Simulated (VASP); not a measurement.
Runs of VASP 6.6.1 on MgGe2. The structure is that of space group Fd-3m (No. 227), or close to it. The cells are those of the table. 

```tsv
task	cell	k mesh	cutoff (eV)	gap on the mesh (eV)	pressure (GPa)
single point	a = 5.191 Å, angles 60.0°, 6 atoms	4 × 4 × 4	600	none	19.4
single point	a = 5.588 Å, angles 60.0°, 6 atoms	8 × 8 × 8	520	none	0.0
single point	a = 5.646 Å, angles 60.0°, 6 atoms	4 × 4 × 4	520	none	(a)
relaxation of cell and atoms	relaxed from a = 5.646 Å, angles 60.0°, 6 atoms	8 × 8 × 8	600	none	0.0
```

Alike in all rows: level PBE; potentials or basis VASP PAW PBE potentials, release 64 (Mg, Ge_d); no spin polarisation; smearing gaussian 0.1 eV.

Question: Estimate the missing entries.

Answer: (a) 0.3.

Caveats: some runs use coarse meshes.

A k mesh can miss the band edges, and the runs leave out spin-orbit coupling on Ge.

A gap of «none» marks levels without a gap at the run's occupations.
